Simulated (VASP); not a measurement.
Here is a VASP 6.6.1 calculation.

File INCAR:

```
SYSTEM = Be2C
ALGO = Normal ; EDIFF = 1E-6
ENCUT = 600 ; GGA = PE
GGA_COMPAT = .FALSE. ; ISIF = 2
ISMEAR = -1 ; LASPH = .TRUE.
LCHARG = .TRUE. ; LELF = .TRUE.
LREAL = .FALSE. ; LVHAR = .TRUE.
LWAVE = .FALSE. ; NBANDS = 11
NELM = 120 ; PREC = Accurate
SIGMA = 0.02
```

Contents of KPOINTS:

```
k-points
0
G
  10 10 10
  0 0 0
```

POSCAR

```
Be2C
1.0
    0.0000000000      2.1604856287      2.1604856287
    2.1604856287      0.0000000000      2.1604856287
    2.1604856287      2.1604856287      0.0000000000
C Be
1 2
Direct
    0.0000000000      0.0000000000      0.0000000000
    0.2500000000      0.2500000000      0.2500000000
    0.7500000000      0.7500000000      0.7500000000
```

Potentials or basis: VASP PAW PBE potentials, release 64 (C, Be).

The run is started by

```bash
$ cat potpaw_PBE.64/C/POTCAR potpaw_PBE.64/Be/POTCAR > POTCAR
$ mpirun -np 1 vasp_std > vasp.out
```

**Question.** Predict the pressure.

**Answer.** 1.3 GPa.

**Question.** Estimate the band gap on the k mesh.

**Answer.** 1.16 eV (least direct gap 4.14 eV).

A k mesh can miss the band edges.
